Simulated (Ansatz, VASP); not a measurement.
**BeTl7 in VASP and in Ansatz**

The input INCAR:

```
SYSTEM = BeTl7
ALGO = Fast
EDIFF = 1E-7
ENCUT = 520
GGA = PE
ISIF = 2
ISMEAR = 0
LASPH = .TRUE.
LCHARG = .FALSE.
LREAL = .FALSE.
LWAVE = .FALSE.
NBANDS = 56
NELM = 80
PREC = Accurate
SIGMA = 0.1
```

File KPOINTS:

```
k-points
0
G
  4 4 4
  0 0 0
```

POSCAR

```
BeTl7
1.0
   -3.9086472400      3.9086472400      3.9086472400
    3.9086472400     -3.9086472400      3.9086472400
    3.9086472400      3.9086472400     -3.9086472400
Be Tl
1 7
Direct
    0.0000000000      0.0000000000      0.0000000000
    0.0000000000      0.5000000000      0.5000000000
    0.5000000000      0.5000000000      0.0000000000
    0.5000000000      0.0000000000      0.5000000000
    0.0000000000      0.0000000000      0.5000000000
    0.0000000000      0.5000000000      0.0000000000
    0.5000000000      0.0000000000      0.0000000000
    0.5000000000      0.5000000000      0.5000000000
```

Input for Ansatz:

```yaml
crystal:
  lattice:
    - [-3.90864724, 3.90864724, 3.90864724]
    - [3.90864724, -3.90864724, 3.90864724]
    - [3.90864724, 3.90864724, -3.90864724]
  atoms:
    - { symbol: Be, position: [0.0, 0.0, 0.0] }
    - { symbol: Tl, position: [0.0, 0.5, 0.5] }
    - { symbol: Tl, position: [0.5, 0.5, 0.0] }
    - { symbol: Tl, position: [0.5, 0.0, 0.5] }
    - { symbol: Tl, position: [0.0, 0.0, 0.5] }
    - { symbol: Tl, position: [0.0, 0.5, 0.0] }
    - { symbol: Tl, position: [0.5, 0.0, 0.0] }
    - { symbol: Tl, position: [0.5, 0.5, 0.5] }
basis:
  ecutwfc: 420
kpoints:
  mp_grid: { grid: [4, 4, 4] }
hamiltonian:
  xc: pbe
scf:
  occupations: { method: gaussian, width: 0.1 }
  lower_state_search: "off"
output:
  forces: true
  stress: true
  eigenvalues: true
```

Change from the starting cell: species swapped into the Fe7Co type (Im-3m, No. 229).

Alike in both runs: task single point; functional PBE; k mesh 4 × 4 × 4; occupations gaussian, width 0.1 eV; no spin polarisation.

|  | VASP | Ansatz |
| --- | --- | --- |
| version | VASP 6.6.1 | Ansatz 0.2.0 |
| potentials or method | VASP PAW PBE potentials, release 64 (Be, Tl_d), cutoff 520 eV | scalar-relativistic, plane waves, PAW |
| valence electrons in the cell | 93 | 93 |

```csv
,VASP,Ansatz,Ansatz less VASP
gap on the k mesh at the Fermi level (eV),none,none,-
pressure (GPa),-0.7,-0.7,+0.06
```

A gap of «none» marks a metal or a gap that the smearing closes.

Neither program's run includes spin-orbit coupling.
